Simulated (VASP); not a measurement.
Set up this calculation in VASP 6.6.1, as the native input.

| Item | Value |
| --- | --- |
| Task | single point |
| Functional | PBE |
| Potentials or basis | VASP PAW PBE potentials, release 64 (Ta_pv, N) |
| Cutoff | 520 eV |
| k mesh | 8 × 8 × 8 |
| Occupations | gaussian, width 0.1 eV |
| Spin | no spin polarisation |
| Dipole correction | no |
| Further INCAR settings | ALGO = Normal; EDIFF = 1e-06; NBANDS = 42 |

The structure of TaN lies in POSCAR:

```
TaN
1.0
    5.0036655649      0.0000000000      0.0000000000
    0.0000000000      5.0036655649      0.0000000000
    0.0000000000      0.0000000000      4.4447674798
Ta N
4 4
Direct
    0.7548866630      0.7548866630      0.7714911734
    0.7548866630      0.2451133370      0.2285088266
    0.2451133370      0.7548866630      0.2285088266
    0.2451133370      0.2451133370      0.7714911734
    0.0000000000      0.0000000000      0.5000000000
    0.0000000000      0.5000000000      0.0000000000
    0.5000000000      0.0000000000      0.0000000000
    0.5000000000      0.5000000000      0.0000000000
```

This cell differs from its parent crystal: atoms taken out.

The input as run:

INCAR

```
PREC = Accurate
ENCUT = 520
EDIFF = 1E-6
ISMEAR = 0
SIGMA = 0.1
LREAL = False
LASPH = True
NELM = 60
ALGO = Normal
ISIF = 2
LWAVE = False
LCHARG = False
GGA = PE
NBANDS = 42
```

KPOINTS

```
Automatic mesh
0
Gamma
  8 8 8
```

Potentials or basis: VASP PAW PBE potentials, release 64 (Ta_pv, N).

Command:

```console
$ cat potpaw_PBE.64/Ta_pv/POTCAR potpaw_PBE.64/N/POTCAR > POTCAR
$ mpirun -np 1 vasp_std > vasp.out
```

It gave:

The pressure is 0.6 GPa and the largest force is 0.046 eV/Å. The band gap on the k mesh is zero (bands 32 and 33 overlap by 1.04 eV).

Caveat: the cell differs from its parent crystal (atoms taken out); spin-orbit coupling is left out, which moves the levels of the heavy elements.

Wall time 9.1 min on 1 thread of Intel Xeon 8259CL, with other jobs on the host, peak memory 0.4 GiB.
